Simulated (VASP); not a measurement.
# EuSb (Pm-3m) in VASP: a series of runs

EuSb is run at these levels: PBE; tasks: single point.

All numbers are computed with VASP 6.6.1; they aren't measurements. Logs are shortened: lines on timing, memory, paths and dates and some standing lists are left out, and cuts for length are marked.

## 1. The cell of the first run

Symmetry: Pm-3m, No. 221, cubic system. Conventional cell: a = 3.814 Å, b = 3.814 Å, c = 3.814 Å, α = 90.00°, β = 90.00°, γ = 90.00°. Eu (site symmetry m-3m) has 8 Sb at 3.30 Å and 6 Eu at 3.81 Å within 4.3 Å. Within 4.3 Å of Sb (site symmetry m-3m) lie 8 Eu at 3.30 Å and 6 Sb at 3.81 Å.

## 2. Single point, PBE, collinear spin, ferromagnetic start (27.75 Å³/atom)

File INCAR:

```
PREC = Accurate
ENCUT = 520
EDIFF = 1E-7
ISMEAR = 0
SIGMA = 0.05
LREAL = False
LASPH = True
NELM = 150
ALGO = Normal
ISIF = 2
LWAVE = False
LCHARG = False
ISPIN = 2
MAGMOM = 7.37 0
LORBIT = 11
LMAXMIX = 6
GGA = PE
NBANDS = 22
```

File KPOINTS:

```
Automatic mesh
0
Gamma
  10 10 10
```

File POSCAR:

```
EuSb
1.0
    3.8142439992      0.0000000000      0.0000000000
    0.0000000000      3.8142439992      0.0000000000
    0.0000000000      0.0000000000      3.8142439992
Eu Sb
1 1
Direct
    0.0000000000      0.0000000000      0.0000000000
    0.5000000000      0.5000000000      0.5000000000
```

Potentials or basis: VASP PAW PBE potentials, release 64 (Eu, Sb).

On the command line:

```bash
> cat potpaw_PBE.64/Eu/POTCAR potpaw_PBE.64/Sb/POTCAR > POTCAR
> mpirun -np 1 vasp_std > vasp.out
```

OUTCAR:

```text
PREC = Accurate
   ENCUT = 520
   EDIFF = 1E-7
   ISMEAR = 0
   LREAL = False
   LASPH = True
   NELM = 150
   ISIF = 2
   ISPIN = 2
   LORBIT = 11
   GGA = PE

 ion  position               nearest neighbor table
   1  0.000  0.000  0.000-   2 3.30   2 3.30   2 3.30   2 3.30   2 3.30   2 3.30   2 3.30   2 3.30

   2  0.500  0.500  0.500-   1 3.30   1 3.30   1 3.30   1 3.30   1 3.30   1 3.30   1 3.30   1 3.30

  LATTYP: Found a simple cubic cell.
 ALAT       =     3.8142439992

  Lattice vectors:

 A1 = (   3.8142439992,   0.0000000000,   0.0000000000)
 A2 = (   0.0000000000,   3.8142439992,   0.0000000000)
 A3 = (   0.0000000000,   0.0000000000,   3.8142439992)

Analysis of symmetry for initial positions (statically):
=====================================================================
 Subroutine PRICEL returns:
 Original cell was already a primitive cell.

 Routine SETGRP: Setting up the symmetry group for a
 simple cubic supercell.

 Subroutine GETGRP returns: Found 48 space group operations
 (whereof 48 operations were pure point group operations)
 out of a pool of 48 trial point group operations.

The static configuration has the point symmetry O_h .

Analysis of symmetry for dynamics (positions and initial velocities):
=====================================================================
 Subroutine PRICEL returns:
 Original cell was already a primitive cell.

 Routine SETGRP: Setting up the symmetry group for a
 simple cubic supercell.

 Subroutine GETGRP returns: Found 48 space group operations
 (whereof 48 operations were pure point group operations)
 out of a pool of 48 trial point group operations.

The dynamic configuration has the point symmetry O_h .

Analysis of structural, dynamic, and magnetic symmetry:
=====================================================================
 Subroutine PRICEL returns:
 Original cell was already a primitive cell.

 Routine SETGRP: Setting up the symmetry group for a
 simple cubic supercell.

 Subroutine GETGRP returns: Found 48 space group operations
 (whereof 48 operations were pure point group operations)
 out of a pool of 48 trial point group operations.

The overall configuration has the point symmetry O_h .

 Subroutine INISYM returns: Found 48 space group operations
 (whereof 48 operations are pure point group operations),
 and found     1 'primitive' translations

----------------------------------------------------------------------------------------

                                     Primitive cell

  volume of cell :      55.4914

  direct lattice vectors                    reciprocal lattice vectors
     3.814243999  0.000000000  0.000000000     0.262175152  0.000000000  0.000000000
     0.000000000  3.814243999  0.000000000     0.000000000  0.262175152  0.000000000
     0.000000000  0.000000000  3.814243999     0.000000000  0.000000000  0.262175152

  length of vectors
     3.814243999  3.814243999  3.814243999     0.262175152  0.262175152  0.262175152

  position of ions in fractional coordinates (direct lattice)
     0.000000000  0.000000000  0.000000000
     0.500000000  0.500000000  0.500000000

  ion indices of the primitive-cell ions
   primitive index   ion index
                 1           1
                 2           2

----------------------------------------------------------------------------------------

 KPOINTS: Automatic mesh

Automatic generation of k-mesh.
 Grid dimensions read from file:
 generate k-points for:   10   10   10

 Generating k-lattice:

  Cartesian coordinates                     Fractional coordinates (reciprocal lattice)
     0.026217515  0.000000000  0.000000000     0.100000000  0.000000000  0.000000000
     0.000000000  0.026217515  0.000000000     0.000000000  0.100000000  0.000000000
     0.000000000  0.000000000  0.026217515     0.000000000  0.000000000  0.100000000

  Length of vectors
     0.026217515  0.026217515  0.026217515

  Shift w.r.t. Gamma in fractional coordinates (k-lattice)
     0.000000000  0.000000000  0.000000000

 Subroutine IBZKPT returns following result:
 ===========================================

 Found     56 irreducible k-points:

 Following reciprocal coordinates:
            Coordinates               Weight
  0.000000  0.000000  0.000000      1.000000
  0.100000  0.000000  0.000000      6.000000
  0.200000  0.000000  0.000000      6.000000
  0.300000  0.000000  0.000000      6.000000
  0.400000  0.000000  0.000000      6.000000
  0.500000  0.000000  0.000000      3.000000
[... 16 lines left out ...]
  0.200000  0.100000  0.100000     24.000000
  0.300000  0.100000  0.100000     24.000000
 [... further k-points ...]
   k-points           NKPTS =     56   k-points in BZ     NKDIM =     56   number of bands    NBANDS=     22
   number of dos      NEDOS =    301   number of ions     NIONS =      2
   total plane-waves  NPLWV =  21952
   dimension x,y,z NGX =    28 NGY =   28 NGZ =   28
   dimension x,y,z NGXF=    56 NGYF=   56 NGZF=   56
   ions per type =               1   1
   NGX,Y,Z   is equivalent  to a cutoff of  12.20, 12.20, 12.20 a.u.
   NGXF,Y,Z  is equivalent  to a cutoff of  24.41, 24.41, 24.41 a.u.
 SYSTEM =  unknown system
   PREC   = accura    normal or accurate (medium, high low for compatibility)
   ISTART =      0    job   : 0-new  1-cont  2-samecut
   ICHARG =      2    charge: 1-file 2-atom 10-const
   ISPIN  =      2    spin polarized calculation?
   LNONCOLLINEAR =      F non collinear calculations
   LSORBIT =      F    spin-orbit coupling
   LASPH  =      T    aspherical Exc in radial PAW
   ENCUT  =  520.0 eV  38.22 Ry    6.18 a.u.   7.09  7.09  7.09*2*pi/ulx,y,z
   NELM   =    150;   NELMIN=  2; NELMDL= -5     # of ELM steps
   EDIFF  = 0.1E-06   stopping-criterion for ELM
   LREAL  =      F    real-space projection
   EDIFFG = 0.1E-05   stopping-criterion for IOM
   NSW    =      0    number of steps for IOM
   IBRION =     -1    ionic relax: 0-MD 1-quasi-New 2-CG
   NFREE  =      0    steps in history (QN), initial steepest desc. (CG)
   ISIF   =      2    stress and relaxation
   ISYM   =      2    0-nonsym 1-usesym 2-fastsym
   POTIM  = 0.5000    time-step for ionic-motion
   TEBEG  =    0.0;   TEEND  =   0.0 temperature during run
   PSTRESS=    0.0 pullay stress
   NELECT =      22.0000    total number of electrons
   NUPDOWN=      -1.0000    fix difference up-down
   EMIN   =  10.00;   EMAX   =-10.00  energy-range for DOS
   EFERMI =   0.00;   METHOD = LEGACY
   ISMEAR =     0;   SIGMA  =   0.05  broadening in eV -4-tet -1-fermi 0-gaus
   EFERMI_NEDOS =   21; number of points for ismear=-14 and -15
   IALGO  =     38    algorithm
   IMIX   =      4    mixing-type and parameters
     AMIX     =   0.40;   BMIX     =  1.00
     AMIX_MAG =   1.60;   BMIX_MAG =  1.00
  volume/ion in A,a.u.               =      27.75       187.24
  Fermi-wavevector in a.u.,A,eV,Ry     =   1.202654  2.272686 19.679139  1.446376
  Thomas-Fermi vector in A             =   2.338429
   LORBIT       =     11    0 simple, 1 ext, 2 COOP (PROOUT), +10 PAW based schemes
   GGA     = PE    functional components
   LHFCALC =     F    Hartree Fock is set to
   AEXX    =    0.0000 exact exchange contribution
   IVDW    =     0    specifies the selected vdW correction
   LEPSILON=     F    determine dielectric tensor
   LRPA    =     F    only Hartree local field effects (RPA)
 spin polarized calculation
 Gauss-broadening in eV      SIGMA  =   0.05
  energy-cutoff  :      520.00
  volume of cell :       55.49
 maximum number of plane-waves:      1510
   NGX = 15   NGY = 15   NGZ = 15

 number of electron      22.0000007 magnetization       6.7693160

 Free energy of the ion-electron system (eV)
  ---------------------------------------------------
  ext. energy  EPLUGINS =         0.00000000
  ---------------------------------------------------
  free energy    TOTEN  =       -17.26664877 eV

  energy without entropy =      -17.26339985  energy(sigma->0) =      -17.26502431

 E-fermi :   5.8841     XC(G=0): -10.3276

 val. band max:        5.8794116168   @ k =   0.3000   0.1000   0.1000
 cond. band min:       5.8913983189   @ k =   0.5000   0.4000   0.0000
 fundamental gap:      0.0119867021
 Fermi energy:         5.8840680077

 spin component 1

 k-point     1 :       0.0000    0.0000    0.0000
  band No.  band energies     occupation
      1     -35.5300      1.00000
      2     -14.1666      1.00000
      3     -14.1666      1.00000
      4     -14.1666      1.00000
      5      -4.4860      1.00000
      6       5.1698      1.00000
[... 14 lines left out ...]
     21      10.0567      0.00000
     22      15.1567      0.00000
[... 552 lines left out ...]
  band No.  band energies     occupation
      1     -35.5167      1.00000
      2     -14.3950      1.00000
      3     -14.1751      1.00000
      4     -14.1683      1.00000
      5      -3.4919      1.00000
      6       2.5361      1.00000
[... 14 lines left out ...]
     21      12.9026      0.00000
     22      13.1756      0.00000

 [... further k-points ...]

 spin component 2

 k-point     1 :       0.0000    0.0000    0.0000
  band No.  band energies     occupation
      1     -32.4991      1.00000
      2     -11.9626      1.00000
      3     -11.9626      1.00000
      4     -11.9626      1.00000
      5      -4.4468      1.00000
      6       6.2337      0.00000
[... 14 lines left out ...]
     21      11.0222      0.00000
     22      15.5341      0.00000
[... 552 lines left out ...]
  band No.  band energies     occupation
      1     -32.4818      1.00000
      2     -12.2658      1.00000
      3     -11.9729      1.00000
      4     -11.9615      1.00000
      5      -3.4215      1.00000
      6       2.7927      1.00000
[... 14 lines left out ...]
     21      13.4899      0.00000
     22      13.7968      0.00000

 [... further k-points ...]

------------------------ aborting loop because EDIFF is reached ----------------------------------------

  FORCE on cell =-STRESS in cart. coord.  units (eV):
  Direction    XX          YY          ZZ          XY          YZ          ZX
  --------------------------------------------------------------------------------------
  -------------------------------------------------------------------------------------
  Total        1.5679015      1.5679015      1.5679015      0.0000000     -0.0000000      0.0000000
  in kB       45.2693164     45.2693164     45.2693164      0.0000000     -0.0000000      0.0000000
  external PRESSURE =      45.2693164 kB  Pullay stress =       0.0000000 kB

 VOLUME and BASIS-vectors are now :
 -----------------------------------------------------------------------------
  energy-cutoff  :      520.00
  volume of cell :       55.49
      direct lattice vectors                 reciprocal lattice vectors
     3.814243999  0.000000000  0.000000000     0.262175152  0.000000000  0.000000000
     0.000000000  3.814243999  0.000000000     0.000000000  0.262175152  0.000000000
     0.000000000  0.000000000  3.814243999     0.000000000  0.000000000  0.262175152

 POSITION                                       TOTAL-FORCE (eV/Angst)
 -----------------------------------------------------------------------------------
      0.00000      0.00000      0.00000         0.000000      0.000000      0.000000
      1.90712      1.90712      1.90712         0.000000      0.000000      0.000000
 -----------------------------------------------------------------------------------
    total drift:                                0.000000      0.000000     -0.000000

  FREE ENERGIE OF THE ION-ELECTRON SYSTEM (eV)
  ---------------------------------------------------
  free  energy   TOTEN  =       -17.2666487749 eV

  energy  without entropy=      -17.2633998479  energy(sigma->0) =      -17.26502431

 total charge

# of ion       s       p       d       f       tot
--------------------------------------------------
    1        2.045   5.737   0.405   6.568  14.755
    2        1.149   1.336   0.019   0.000   2.505
--------------------------------------------------
tot          3.194   7.074   0.424   6.568  17.260

 magnetization (x)

# of ion       s       p       d       f       tot
--------------------------------------------------
    1       -0.008  -0.110   0.091   6.531   6.503
    2       -0.010  -0.058   0.003   0.000  -0.065
--------------------------------------------------
tot         -0.018  -0.168   0.094   6.531   6.439
```

Wall time 2.4 min (1 thread of AMD EPYC 7R43 (Zen 3), shared host); peak memory 0.24 GiB.

What came out:

```
Free energy                                           : -17.2666 eV
Pressure                                              : 4.5 GPa
Net moment                                            : 6.77 μB per cell
Site moments                                          : Eu +6.50; Sb -0.07 μB
Valence electrons inside the program's atomic spheres : Eu 14.76; Sb 2.50
```

Caveat: the cell stands under pressure; spin-orbit coupling is left out, which moves the levels of the heavy elements; a cell with one magnetic atom can't hold antiferromagnetic order, which such compounds often take; semilocal functionals describe open f shells poorly, which spoils levels, moments and volumes.

## 3. Single point, PBE, collinear spin, ferromagnetic start

This run uses another cell than the first one: it holds 4 atoms, not 2.

File INCAR:

```
PREC     = Accurate       # precision mode
ENCUT    = 520            # plane-wave cutoff, eV
EDIFF    = 1E-7           # SCF threshold, eV
ISMEAR   = 0              # smearing method
SIGMA    = 0.05           # smearing width, eV
LREAL    = False          # projectors in reciprocal space
LASPH    = True           # aspherical terms in the spheres
NELM     = 150            # most SCF steps
ALGO     = Normal         # electronic algorithm
ISIF     = 2              # what is computed and relaxed
LWAVE    = False          # write WAVECAR
LCHARG   = False          # write CHGCAR
ISPIN    = 2              # spin polarisation
MAGMOM   = 7.44 7.44 0 0  # initial moments
LORBIT   = 11             # projections on sites
LMAXMIX  = 6              # l up to which the mixer works
GGA      = PE             # functional
NBANDS   = 34             # bands
```

File KPOINTS:

```
regular mesh
0
Gamma
  6 6 3
```

File POSCAR:

```
EuSb
1.0
    3.9368130233      0.0000000000      0.0000000000
    0.0000000000      3.9368130233      0.0000000000
    0.0000000000      0.0000000000      7.8736260466
Eu Sb
2 2
Direct
    0.0000000000      0.0000000000      0.0000000000
    0.0000000000      0.0000000000      0.5000000000
    0.5000000000      0.5000000000      0.2500000000
    0.5000000000      0.5000000000      0.7500000000
```

Potentials or basis: VASP PAW PBE potentials, release 64 (Eu, Sb).

On the command line:

```bash
> cat potpaw_PBE.64/Eu/POTCAR potpaw_PBE.64/Sb/POTCAR > POTCAR
> mpirun -np 1 vasp_std > vasp.out
```

It took 4.3 min on 1 thread of AMD EPYC 7R43 (Zen 3), shared host; peak memory 0.31 GiB.

It converged, with:

* Free energy: -34.7219 eV
* Pressure: 0.0 GPa
* Net moment: 13.67 μB per cell
* Site moments: Eu +6.54; Sb -0.05 μB
* Valence electrons inside the program's atomic spheres: Eu 14.72; Sb 2.47

Levels at points of the mesh, in eV from the Fermi level:
Spin up:
| k point | band 26 | band 27 | band 28 | band 29 | band 30 | band 31 | band 32 | band 33 |
| --- | --- | --- | --- | --- | --- | --- | --- | --- |
| (0.00, 0.00, 0.00) | -0.34 | -0.33 | -0.11 | -0.11 | 0.66 | 0.84 | 0.84 | 0.84 |
| (0.50, 0.00, 0.00) | -0.36 | -0.34 | -0.34 | -0.34 | -0.32 | 0.66 | 1.90 | 2.29 |
| (0.50, 0.50, 0.00) | -0.38 | -0.38 | -0.34 | -0.32 | -0.27 | 1.90 | 2.29 | 2.29 |
Spin down:
```tsv
k point	band 11	band 12	band 13	band 14	band 15	band 16	band 17	band 18	band 19	band 20
(0.00, 0.00, 0.00)	-4.27	-0.20	-0.20	0.44	0.44	0.44	0.54	0.54	1.50	3.47
(0.50, 0.00, 0.00)	-4.27	-2.38	-2.38	-0.20	-0.20	0.33	1.30	1.50	3.03	3.03
(0.50, 0.50, 0.00)	-3.16	-3.16	-3.16	-2.38	-2.38	0.33	1.30	3.03	3.03	3.56
```

Caveat: spin-orbit coupling is left out, which moves the levels of the heavy elements; semilocal functionals describe open f shells poorly, which spoils levels, moments and volumes. The state reached can hang on the start; a lower one may exist.
